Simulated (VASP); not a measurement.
HfC: single point with r2SCAN

HfC:

```
Hf C
1.0
     3.36500    0.00000    0.00000
    -1.68250    2.91418    0.00000
     0.00000    0.00000    5.23717
Hf C
2 2
Direct
  0.33333 0.66667 0.25000
  0.66667 0.33333 0.75000
  0.00000 0.00000 0.50000
  0.00000 0.00000 0.00000
```

- Program: VASP 6.6.1
- Task: single point
- Functional: r2SCAN
- Potentials or basis: VASP PAW PBE potentials, release 64 (Hf_pv, C)
- Cutoff: 520 eV
- k mesh: 9 × 9 × 5
- Occupations: fermi-dirac, width 0.05 eV
- Spin: no spin polarisation
- Dipole correction: no
- Further INCAR settings: ALGO = Normal; EDIFF = 1e-07; NBANDS = 22

```json
{
 "Pressure": "-8.3 GPa",
 "Band gap on the k mesh": "zero (band 14 reaches 7.50 eV, above the bottom of band 15 at 6.20 eV)"
}
```

Stress tensor (GPa, compression positive):
```
-10.33   0.00   0.00
  0.00 -10.33   0.00
  0.00   0.00  -4.16
```

Levels at points of the mesh, in eV from the Fermi level:
| k point | band 11 | band 12 | band 13 | band 14 | band 15 | band 16 | band 17 | band 18 |
| --- | --- | --- | --- | --- | --- | --- | --- | --- |
| (0.00, 0.00, 0.00) | -3.27 | -1.37 | -1.37 | 1.22 | 1.58 | 1.58 | 2.02 | 2.02 |

Wall time 3.2 min on 1 thread of Intel(R) Xeon(R) Platinum 8375C CPU @ 2.90GHz (Ice Lake), on a shared host, peak memory 0.19 GiB.

Caveat: the PAW data sets were made with another functional, which shifts forces and pressure a little; spin-orbit coupling is left out, which moves the levels of the heavy elements.
